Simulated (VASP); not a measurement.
CdTe:

```
Cd Te
1.0
     3.76108    0.00000    0.00000
     0.00000    3.76108    0.00000
     0.00000    0.00000    3.76108
Cd Te
1 1
Direct
  0.00000 0.00000 0.00000
  0.50000 0.50000 0.50000
```

Base run:

| Property | Result |
| --- | --- |
| Program | VASP 6.6.1 |
| Functional | r2SCAN |
| Potentials or basis | VASP PAW PBE potentials, release 64 (Cd, Te) |
| Cutoff | 520 eV |
| k mesh | 6 × 6 × 6 |
| Occupations | fermi-dirac, width 0.02 eV |
| Spin | no spin polarisation |

Its results: band gap on the k mesh zero (bands 9 and 10 overlap by 1.11 eV); pressure 0.2 GPa.

**Question.** The run is repeated on the same cell with these changes: functional from r2SCAN to HSE06; k mesh from 6 × 6 × 6 to 4 × 4 × 4. What comes out?

**Answer.** Band gap on the k mesh zero (bands 9 and 10 overlap by 1.84 eV); pressure 1.0 GPa.

Several settings changed at once.

Caveats: some runs use coarse meshes; the PAW data sets were made with another functional, which shifts forces and pressure a little; spin-orbit coupling is left out, which moves the levels of the heavy elements.
